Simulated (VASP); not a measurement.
# Pb (P6_3/mmc) in VASP: single point with PBEsol

Aim: the single point of Pb with PBEsol.

All numbers are computed with VASP 6.6.1; they aren't measurements. Logs are shortened: lines on timing, memory, paths and dates and some standing lists are left out, and cuts for length are marked.

## Step 1: The cell of the first run

The structure is hexagonal, space group P6_3/mmc (No. 194). The conventional cell has a = 3.456 Å, b = 3.456 Å, c = 5.781 Å, α = 90.00°, β = 90.00°, γ = 120.00°. Within 4.5 Å of Pb (site symmetry -6m2) lie 12 Pb at 3.46 to 3.51 Å.

This isn't the form of Pb at room conditions, which is fcc.

## Step 2: Single point, PBEsol

POSCAR reads:

```
Pb
1.0
    3.4558763763      0.0000000000      0.0000000000
   -1.7279381881      2.9928767342      0.0000000000
    0.0000000000      0.0000000000      5.7813509628
Pb
2
Direct
    0.3333333333      0.6666666667      0.2500000000
    0.6666666667      0.3333333333      0.7500000000
```

INCAR.step1 reads:

```
SYSTEM = Pb
  PREC = Accurate
  ENCUT = 520
  EDIFF = 1E-7
  ISMEAR = 0
  SIGMA = 0.1
  LREAL = .False.
  LASPH = .True.
  NELM = 60
  ALGO = Normal
  ISIF = 2
  LWAVE = .False.
  LCHARG = .True.
  GGA = PS
  NBANDS = 21
```

KPOINTS.step1 reads:

```
regular mesh
0
Gamma
  12 12 8
  0 0 0
```

INCAR.step2 reads:

```
SYSTEM = Pb
  PREC = Accurate
  ENCUT = 520
  EDIFF = 1E-7
  ISMEAR = -5
  SIGMA = 0.1
  LREAL = .False.
  LASPH = .True.
  NELM = 60
  ALGO = Normal
  ISIF = 2
  LWAVE = .False.
  LCHARG = .False.
  GGA = PS
  LORBIT = 11
  NEDOS = 1001
  ICHARG = 11
```

KPOINTS.step2 reads:

```
regular mesh
0
Gamma
  18 18 12
  0 0 0
```

Potentials or basis: VASP PAW PBE potentials, release 64 (Pb_d).

Run with:

```sh
cat potpaw_PBE.64/Pb_d/POTCAR > POTCAR
cp INCAR.step1 INCAR
cp KPOINTS.step1 KPOINTS
mpirun -np 1 vasp_std > vasp.out
cp INCAR.step2 INCAR
cp KPOINTS.step2 KPOINTS
mpirun -np 1 vasp_std > vasp.out
```

OUTCAR:

```text
SYSTEM = Pb
   PREC = Accurate
   ENCUT = 520
   EDIFF = 1E-7
   ISMEAR = -5
   LREAL = .False.
   LASPH = .True.
   NELM = 60
   ISIF = 2
   GGA = PS
   LORBIT = 11
   ICHARG = 11

 ion  position               nearest neighbor table
   1  0.333  0.667  0.250-   2 3.51   2 3.51   2 3.51   2 3.51   2 3.51   2 3.51
   2  0.667  0.333  0.750-   1 3.51   1 3.51   1 3.51   1 3.51   1 3.51   1 3.51

  LATTYP: Found a hexagonal cell.
 ALAT       =     3.4558763763
 C/A-ratio  =     1.6729044483

  Lattice vectors:

 A1 = (   3.4558763763,   0.0000000000,   0.0000000000)
 A2 = (  -1.7279381881,   2.9928767342,   0.0000000000)
 A3 = (   0.0000000000,   0.0000000000,   5.7813509628)

Analysis of symmetry for initial positions (statically):
=====================================================================
 Subroutine PRICEL returns:
 Original cell was already a primitive cell.

 Routine SETGRP: Setting up the symmetry group for a
 hexagonal supercell.

 Subroutine GETGRP returns: Found 24 space group operations
 (whereof 12 operations were pure point group operations)
 out of a pool of 24 trial point group operations.

The static configuration has the point symmetry D_3d.
 The point group associated with its full space group is D_6h.

Analysis of symmetry for dynamics (positions and initial velocities):
=====================================================================
 Subroutine PRICEL returns:
 Original cell was already a primitive cell.

 Routine SETGRP: Setting up the symmetry group for a
 hexagonal supercell.

 Subroutine GETGRP returns: Found 24 space group operations
 (whereof 12 operations were pure point group operations)
 out of a pool of 24 trial point group operations.

The dynamic configuration has the point symmetry D_3d.
 The point group associated with its full space group is D_6h.

 Subroutine INISYM returns: Found 24 space group operations
 (whereof 12 operations are pure point group operations),
 and found     1 'primitive' translations

----------------------------------------------------------------------------------------

                                     Primitive cell

  volume of cell :      59.7966

  direct lattice vectors                    reciprocal lattice vectors
     3.455876376  0.000000000  0.000000000     0.289362203  0.167063346  0.000000000
    -1.727938188  2.992876734  0.000000000     0.000000000  0.334126691  0.000000000
     0.000000000  0.000000000  5.781350963     0.000000000  0.000000000  0.172969952

  length of vectors
     3.455876376  3.455876376  5.781350963     0.334126691  0.334126691  0.172969952

  position of ions in fractional coordinates (direct lattice)
     0.333333333  0.666666667  0.250000000
     0.666666667  0.333333333  0.750000000

  ion indices of the primitive-cell ions
   primitive index   ion index
                 1           1
                 2           2

----------------------------------------------------------------------------------------

 KPOINTS: regular mesh

Automatic generation of k-mesh.
 Grid dimensions read from file:
 generate k-points for:   18   18   12

 Generating k-lattice:

  Cartesian coordinates                     Fractional coordinates (reciprocal lattice)
     0.016075678  0.009281297  0.000000000     0.055555556 -0.000000000  0.000000000
     0.000000000  0.018562594  0.000000000     0.000000000  0.055555556  0.000000000
     0.000000000  0.000000000  0.014414163     0.000000000  0.000000000  0.083333333

  Length of vectors
     0.018562594  0.018562594  0.014414163

  Shift w.r.t. Gamma in fractional coordinates (k-lattice)
     0.000000000  0.000000000  0.000000000

 TETIRR: Found   3954 inequivalent tetrahedra from    23328

 Subroutine IBZKPT returns following result:
 ===========================================

 Found    259 irreducible k-points:

 Following reciprocal coordinates:
            Coordinates               Weight
  0.000000  0.000000  0.000000      1.000000
  0.055556 -0.000000  0.000000      6.000000
  0.111111 -0.000000  0.000000      6.000000
  0.166667 -0.000000  0.000000      6.000000
  0.222222 -0.000000  0.000000      6.000000
  0.277778  0.000000  0.000000      6.000000
[... 16 lines left out ...]
  0.333333  0.111111  0.000000     12.000000
  0.388889  0.111111  0.000000     12.000000
 [... further k-points ...]
   k-points           NKPTS =    259   k-points in BZ     NKDIM =    259   number of bands    NBANDS=     18
   number of dos      NEDOS =   1001   number of ions     NIONS =      2
   total plane-waves  NPLWV =  37632
   dimension x,y,z NGX =    28 NGY =   28 NGZ =   48
   dimension x,y,z NGXF=    56 NGYF=   56 NGZF=   96
   ions per type =               2
   NGX,Y,Z   is equivalent  to a cutoff of  13.47, 13.47, 13.80 a.u.
   NGXF,Y,Z  is equivalent  to a cutoff of  26.94, 26.94, 27.61 a.u.
 SYSTEM =  Pb
   PREC   = accura    normal or accurate (medium, high low for compatibility)
   ISTART =      0    job   : 0-new  1-cont  2-samecut
   ICHARG =     11    charge: 1-file 2-atom 10-const
   ISPIN  =      1    spin polarized calculation?
   LNONCOLLINEAR =      F non collinear calculations
   LSORBIT =      F    spin-orbit coupling
   LASPH  =      T    aspherical Exc in radial PAW
   ENCUT  =  520.0 eV  38.22 Ry    6.18 a.u.   6.43  6.43 10.75*2*pi/ulx,y,z
   NELM   =     60;   NELMIN=  2; NELMDL=  0     # of ELM steps
   EDIFF  = 0.1E-06   stopping-criterion for ELM
   LREAL  =      F    real-space projection
   EDIFFG = 0.1E-05   stopping-criterion for IOM
   NSW    =      0    number of steps for IOM
   IBRION =     -1    ionic relax: 0-MD 1-quasi-New 2-CG
   NFREE  =      0    steps in history (QN), initial steepest desc. (CG)
   ISIF   =      2    stress and relaxation
   ISYM   =      2    0-nonsym 1-usesym 2-fastsym
   POTIM  = 0.5000    time-step for ionic-motion
   TEBEG  =    0.0;   TEEND  =   0.0 temperature during run
   PSTRESS=    0.0 pullay stress
   NELECT =      28.0000    total number of electrons
   NUPDOWN=      -1.0000    fix difference up-down
   EMIN   =  10.00;   EMAX   =-10.00  energy-range for DOS
   EFERMI =   0.00;   METHOD = LEGACY
   ISMEAR =    -5;   SIGMA  =   0.10  broadening in eV -4-tet -1-fermi 0-gaus
   EFERMI_NEDOS =   21; number of points for ismear=-14 and -15
   IALGO  =     38    algorithm
   IMIX   =      4    mixing-type and parameters
     AMIX     =   0.40;   BMIX     =  1.00
     AMIX_MAG =   1.60;   BMIX_MAG =  1.00
  volume/ion in A,a.u.               =      29.90       201.76
  Fermi-wavevector in a.u.,A,eV,Ry     =   1.271263  2.402339 21.988504  1.616109
  Thomas-Fermi vector in A             =   2.404206
   LORBIT       =     11    0 simple, 1 ext, 2 COOP (PROOUT), +10 PAW based schemes
   GGA     = PS    functional components
   LHFCALC =     F    Hartree Fock is set to
   AEXX    =    0.0000 exact exchange contribution
   IVDW    =     0    specifies the selected vdW correction
   LEPSILON=     F    determine dielectric tensor
   LRPA    =     F    only Hartree local field effects (RPA)
 non-spin polarized calculation
 Fermi weights with tetrahedron method with Bloechl corrections
  energy-cutoff  :      520.00
  volume of cell :       59.80
 maximum number of plane-waves:      1636
 NGX is ok and might be reduce to    28

 number of electron      28.0000006 magnetization

 Free energy of the ion-electron system (eV)
  ---------------------------------------------------
  ext. energy  EPLUGINS =         0.00000000
  ---------------------------------------------------
  free energy    TOTEN  =        -7.97269366 eV

  energy without entropy =       -7.97269366  energy(sigma->0) =       -7.97269366

 E-fermi :   7.2180     XC(G=0): -10.4102

 val. band max:        7.4008994078   @ k =   0.2222   0.0556   0.5000
 cond. band min:       7.1167467715   @ k =   0.3333   0.0000   0.2500
 fundamental gap:     -0.2841526364
 Fermi energy:         7.2180157902

 k-point     1 :       0.0000    0.0000    0.0000
  band No.  band energies     occupation
      1      -9.7834      2.00000
      2      -9.7621      2.00000
      3      -9.7276      2.00000
      4      -9.7276      2.00000
      5      -9.7073      2.00000
      6      -9.7073      2.00000
[... 10 lines left out ...]
     17      14.9047      0.00000
     18      14.9047      0.00000

 k-point     2 :       0.0556   -0.0000    0.0000
  band No.  band energies     occupation
      1      -9.7798      2.00000
      2      -9.7617      2.00000
      3      -9.7244      2.00000
      4      -9.7193      2.00000
      5      -9.7066      2.00000
      6      -9.6993      2.00000
[... 10 lines left out ...]
     17      14.4320      0.00000
     18      14.9987      0.00000

 k-point     3 :       0.1111   -0.0000    0.0000
  band No.  band energies     occupation
      1      -9.7822      2.00000
      2      -9.7534      2.00000
      3      -9.7174      2.00000
      4      -9.6970      2.00000
      5      -9.6955      2.00000
      6      -9.6762      2.00000
[... 10 lines left out ...]
     17      14.3504      0.00000
     18      15.0296      0.00000

 k-point     4 :       0.1667   -0.0000    0.0000
  band No.  band energies     occupation
      1      -9.8000      2.00000
      2      -9.7322      2.00000
      3      -9.7191      2.00000
      4      -9.6678      2.00000
      5      -9.6654      2.00000
      6      -9.6588      2.00000
[... 375 lines left out ...]
      4      -9.7008      2.00000
      5      -9.6536      2.00000
      6      -9.5940      2.00000
[... 10 lines left out ...]
     17      11.2669      0.00000
     18      12.0431      0.00000

 k-point    23 :       0.3333    0.1111    0.0000
  band No.  band energies     occupation
      1      -9.8541      2.00000
      2      -9.7802      2.00000
      3      -9.7393      2.00000
      4      -9.7059      2.00000
      5      -9.6265      2.00000
      6      -9.6115      2.00000
[... 10 lines left out ...]
     17      10.2770      0.00000
     18      11.7229      0.00000

 k-point    24 :       0.3889    0.1111    0.0000
  band No.  band energies     occupation
      1      -9.8650      2.00000
      2      -9.7960      2.00000
      3      -9.7433      2.00000
      4      -9.7083      2.00000
      5      -9.6235      2.00000
      6      -9.6066      2.00000
[... 10 lines left out ...]
     17       9.4206      0.00000
     18      11.5255      0.00000

 [... further k-points ...]
[... 5 lines left out ...]
  --------------------------------------------------------------------------------------
  -------------------------------------------------------------------------------------
  Total        0.1189811      0.1189811     -0.3242761      0.0000000      0.0000000     -0.0000000
  in kB        3.1879544      3.1879544     -8.6885866      0.0000000      0.0000000     -0.0000000
  external PRESSURE =      -0.7708926 kB  Pullay stress =       0.0000000 kB

 VOLUME and BASIS-vectors are now :
 -----------------------------------------------------------------------------
  energy-cutoff  :      520.00
  volume of cell :       59.80
      direct lattice vectors                 reciprocal lattice vectors
     3.455876376  0.000000000  0.000000000     0.289362203  0.167063346  0.000000000
    -1.727938188  2.992876734  0.000000000     0.000000000  0.334126691  0.000000000
     0.000000000  0.000000000  5.781350963     0.000000000  0.000000000  0.172969952

 POSITION                                       TOTAL-FORCE (eV/Angst)
 -----------------------------------------------------------------------------------
     -0.00000      1.99525      1.44534         0.000000     -0.000000     -0.000000
      1.72794      0.99763      4.33601        -0.000000      0.000000      0.000000
 -----------------------------------------------------------------------------------
    total drift:                               -0.000000      0.000000      0.000000

  FREE ENERGIE OF THE ION-ELECTRON SYSTEM (eV)
  ---------------------------------------------------
  free  energy   TOTEN  =        -7.9726936603 eV

  energy  without entropy=       -7.9726936603  energy(sigma->0) =       -7.97269366

 total charge

# of ion       s       p       d       tot
------------------------------------------
    1        1.390   0.750   9.809  11.948
    2        1.390   0.750   9.809  11.948
--------------------------------------------------
tot          2.779   1.499  19.617  23.896
```

Wall time 3.1 min (1 thread of Intel Xeon Platinum 8488C (Sapphire Rapids), shared host); peak memory 0.35 GiB.

Results:

- Valence electrons inside the program's atomic spheres: Pb 11.95

Caveat: the PAW data sets were made with another functional, which shifts forces and pressure a little; spin-orbit coupling is left out, which moves the levels of the heavy elements.
